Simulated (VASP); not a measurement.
# Co (P6_3/mmc) in VASP: settings compared

Aim: see how the results for Co move with the level of theory and the settings. Levels: LDA, r2SCAN. Tasks: single point.

Program: VASP 6.6.1. These are calculated values, not measurements. Logs are shortened: lines on timing, memory, paths and dates and some standing lists are left out, and cuts for length are marked.

## Step 1: The cell of the first run

The structure is hexagonal, space group P6_3/mmc (No. 194). The conventional cell has a = 2.471 Å, b = 2.471 Å, c = 8.088 Å, α = 90.00°, β = 90.00°, γ = 120.00°. Co (site symmetry -6m2) has 12 Co at 2.47 Å within 3.3 Å. Co (site symmetry -3m) has 12 Co at 2.47 Å within 3.3 Å.

## Step 2: Single point, LDA, collinear spin, ferromagnetic start

INCAR reads:

```
SYSTEM = Co
PREC = Accurate
ENCUT = 690
EDIFF = 1E-6
ISMEAR = -1
SIGMA = 0.05
LREAL = .False.
LASPH = .True.
NELM = 200
ALGO = Normal
ISIF = 2
LWAVE = .False.
LCHARG = .False.
ISPIN = 2
MAGMOM = 2 2 2 2
LORBIT = 11
LMAXMIX = 4
NBANDS = 46
GGA_COMPAT = .False.
```

KPOINTS reads:

```
Automatic mesh
0
Gamma
  12 12 4
  0 0 0
```

POSCAR reads:

```
Co
1.0
    2.4705617809      0.0000000000      0.0000000000
   -1.2352808905      2.1395692639      0.0000000000
    0.0000000000      0.0000000000      8.0882338000
Co
4
Direct
    0.6666666667      0.3333333333      0.7500000000
    0.0000000000      0.0000000000      0.5000000000
    0.3333333333      0.6666666667      0.2500000000
    0.0000000000      0.0000000000      0.0000000000
```

Potentials or basis: VASP PAW LDA potentials, release 64 (Co_sv).

Command:

```console
$ cat potpaw_LDA.64/Co_sv/POTCAR > POTCAR
$ mpirun -np 1 vasp_std > vasp.out
```

OUTCAR:

```text
SYSTEM = Co
   PREC = Accurate
   ENCUT = 690
   EDIFF = 1E-6
   ISMEAR = -1
   LREAL = .False.
   LASPH = .True.
   NELM = 200
   ISIF = 2
   ISPIN = 2
   LORBIT = 11

 ion  position               nearest neighbor table
   1  0.667  0.333  0.750-   2 2.47   4 2.47   2 2.47   4 2.47   2 2.47   4 2.47
   2  0.000  0.000  0.500-   1 2.47   3 2.47   1 2.47   3 2.47   1 2.47   3 2.47
   3  0.333  0.667  0.250-   2 2.47   4 2.47   2 2.47   4 2.47   2 2.47   4 2.47
   4  0.000  0.000  0.000-   1 2.47   3 2.47   1 2.47   3 2.47   1 2.47   3 2.47

  LATTYP: Found a hexagonal cell.
 ALAT       =     2.4705617809
 C/A-ratio  =     3.2738439745

  Lattice vectors:

 A1 = (   2.4705617809,   0.0000000000,   0.0000000000)
 A2 = (  -1.2352808905,   2.1395692639,   0.0000000000)
 A3 = (   0.0000000000,   0.0000000000,   8.0882338000)

Analysis of symmetry for initial positions (statically):
=====================================================================
 Subroutine PRICEL returns:
 Original cell was already a primitive cell.

 Routine SETGRP: Setting up the symmetry group for a
 hexagonal supercell.

 Subroutine GETGRP returns: Found 24 space group operations
 (whereof 12 operations were pure point group operations)
 out of a pool of 24 trial point group operations.

The static configuration has the point symmetry D_3d.
 The point group associated with its full space group is D_6h.

Analysis of symmetry for dynamics (positions and initial velocities):
=====================================================================
 Subroutine PRICEL returns:
 Original cell was already a primitive cell.

 Routine SETGRP: Setting up the symmetry group for a
 hexagonal supercell.

 Subroutine GETGRP returns: Found 24 space group operations
 (whereof 12 operations were pure point group operations)
 out of a pool of 24 trial point group operations.

The dynamic configuration has the point symmetry D_3d.
 The point group associated with its full space group is D_6h.

Analysis of structural, dynamic, and magnetic symmetry:
=====================================================================
 Subroutine PRICEL returns:
 Original cell was already a primitive cell.

 Routine SETGRP: Setting up the symmetry group for a
 hexagonal supercell.

 Subroutine GETGRP returns: Found 24 space group operations
 (whereof 12 operations were pure point group operations)
 out of a pool of 24 trial point group operations.

The overall configuration has the point symmetry D_3d.
 The point group associated with its full space group is D_6h.

 Subroutine INISYM returns: Found 24 space group operations
 (whereof 12 operations are pure point group operations),
 and found     1 'primitive' translations

[... 127 lines left out ...]
   LEPSILON=     F    determine dielectric tensor
   LRPA    =     F    only Hartree local field effects (RPA)
 spin polarized calculation
  energy-cutoff  :      690.00
  volume of cell :       42.75
 maximum number of plane-waves:      1776
 NGX is ok and might be reduce to    24
   NGX = 11   NGY = 11   NGZ = 35

 number of electron      68.0000032 magnetization       6.2071405

 Free energy of the ion-electron system (eV)
  ---------------------------------------------------
  ext. energy  EPLUGINS =         0.00000000
  ---------------------------------------------------
  free energy    TOTEN  =       -32.53800046 eV

  energy without entropy =      -32.50068561  energy(sigma->0) =      -32.51934304

 E-fermi :  11.8169     XC(G=0): -14.4132

 val. band max:       11.8143336736   @ k =   0.1667   0.1667   0.0000
 cond. band min:      11.8186773847   @ k =   0.4167   0.1667   0.0000
 fundamental gap:      0.0043437111
 Fermi energy:        11.8169481301

 spin component 1

 k-point     1 :       0.0000    0.0000    0.0000
  band No.  band energies     occupation
      1     -83.0983      1.00000
      2     -83.0793      1.00000
      3     -83.0496      1.00000
      4     -83.0305      1.00000
      5     -47.0700      1.00000
      6     -46.9254      1.00000
[... 1165 lines left out ...]
     45      26.5513      0.00000
     46      27.4140      0.00000

 [... further k-points ...]

 spin component 2

 k-point     1 :       0.0000    0.0000    0.0000
  band No.  band energies     occupation
      1     -81.2829      1.00000
      2     -81.2536      1.00000
      3     -81.2470      1.00000
      4     -81.2176      1.00000
      5     -45.3193      1.00000
      6     -45.1452      1.00000
[... 1165 lines left out ...]
     45      27.0253      0.00000
     46      27.9325      0.00000

 [... further k-points ...]

------------------------ aborting loop because EDIFF is reached ----------------------------------------

  FORCE on cell =-STRESS in cart. coord.  units (eV):
  Direction    XX          YY          ZZ          XY          YZ          ZX
  --------------------------------------------------------------------------------------
  -------------------------------------------------------------------------------------
  Total       -4.0147499     -4.0147499     -4.8945503      0.0000000     -0.0000000      0.0000000
  in kB     -150.4503886   -150.4503886   -183.4203907      0.0000000     -0.0000000      0.0000000
  external PRESSURE =    -161.4403893 kB  Pullay stress =       0.0000000 kB

 VOLUME and BASIS-vectors are now :
 -----------------------------------------------------------------------------
  energy-cutoff  :      690.00
  volume of cell :       42.75
      direct lattice vectors                 reciprocal lattice vectors
     2.470561781  0.000000000  0.000000000     0.404766239  0.233691897  0.000000000
    -1.235280890  2.139569264  0.000000000     0.000000000  0.467383794  0.000000000
     0.000000000  0.000000000  8.088233800     0.000000000  0.000000000  0.123636386

 POSITION                                       TOTAL-FORCE (eV/Angst)
 -----------------------------------------------------------------------------------
      1.23528      0.71319      6.06618         0.000000     -0.000000     -0.000000
      0.00000      0.00000      4.04412         0.000000      0.000000      0.000000
     -0.00000      1.42638      2.02206        -0.000000      0.000000      0.000000
      0.00000      0.00000      0.00000         0.000000      0.000000      0.000000
 -----------------------------------------------------------------------------------
    total drift:                               -0.000000      0.000000      0.000000

  FREE ENERGIE OF THE ION-ELECTRON SYSTEM (eV)
  ---------------------------------------------------
  free  energy   TOTEN  =       -32.5380004617 eV

  energy  without entropy=      -32.5006856113  energy(sigma->0) =      -32.51934304

 total charge

# of ion       s       p       d       tot
------------------------------------------
    1        2.251   6.122   6.707  15.079
    2        2.251   6.120   6.712  15.083
    3        2.251   6.122   6.707  15.079
    4        2.251   6.120   6.712  15.083
--------------------------------------------------
tot          9.003  24.483  26.838  60.324

 magnetization (x)

# of ion       s       p       d       tot
------------------------------------------
    1       -0.005  -0.010   1.607   1.592
    2       -0.005  -0.009   1.587   1.573
    3       -0.005  -0.010   1.607   1.592
    4       -0.005  -0.009   1.587   1.573
--------------------------------------------------
tot         -0.018  -0.039   6.386   6.329
```

stdout:

```text
POSCAR found type information on POSCAR Co
 POSCAR found :  1 types and       4 ions
 scaLAPACK will be used
 LDA part: xc-table for (Slater(with rela. corr.)+CA(PZ))
 , standard interpolation
 POSCAR, INCAR and KPOINTS ok, starting setup
 FFT: planning ... GRIDC
 FFT: planning ... GRID_SOFT
 FFT: planning ... GRID
 WAVECAR not read
 entering main loop
```

Run time: 6.7 min. Hardware: 1 thread of Intel Xeon Platinum 8488C (Sapphire Rapids), shared host; peak memory 0.31 GiB.

What came out:

```
Free energy                                           : -32.5380 eV
Pressure                                              : -16.1 GPa
Net moment                                            : 6.21 μB per cell
Site moments                                          : Co +1.59, +1.57 (each value once) μB
Valence electrons inside the program's atomic spheres : Co 15.08
```

Stress tensor (GPa, compression positive):
```
-15.05   0.00   0.00
  0.00 -15.05   0.00
  0.00   0.00 -18.34
```

Levels at points of the mesh, in eV from the Fermi level:
Spin up:
```csv
k point,band 34,band 35,band 36,band 37,band 38,band 39,band 40,band 41
"(0.00, 0.00, 0.00)",-1.28,-1.28,-0.97,-0.97,-0.57,-0.57,-0.34,6.33
"(0.50, 0.00, 0.00)",-0.33,-0.33,-0.31,0.26,1.35,2.59,3.17,7.11
"(0.00, 0.00, 0.50)",-1.44,-1.44,-1.44,-0.75,-0.75,-0.75,-0.75,9.29
"(0.50, 0.00, 0.50)",-0.46,-0.34,-0.34,1.34,1.34,2.86,2.86,7.43
```
Spin down:
| k point | band 26 | band 27 | band 28 | band 29 | band 30 | band 31 | band 32 | band 33 | band 34 | band 35 |
| --- | --- | --- | --- | --- | --- | --- | --- | --- | --- | --- |
| (0.00, 0.00, 0.00) | -1.18 | -1.18 | -0.90 | -0.90 | -0.85 | -0.85 | -0.18 | -0.02 | -0.02 | 0.35 |
| (0.50, 0.00, 0.00) | -1.20 | -0.84 | -0.14 | -0.13 | 0.64 | 1.15 | 1.16 | 1.18 | 1.22 | 1.29 |
| (0.00, 0.00, 0.50) | -1.11 | -1.11 | -1.11 | -0.99 | -0.99 | -0.99 | -0.99 | 0.17 | 0.17 | 0.17 |
| (0.50, 0.00, 0.50) | -0.91 | -0.83 | -0.83 | -0.22 | -0.22 | 0.77 | 0.77 | 1.17 | 1.17 | 1.29 |

Caveat: the cell stands under tension.

(Part 1 of 3 ends here.)
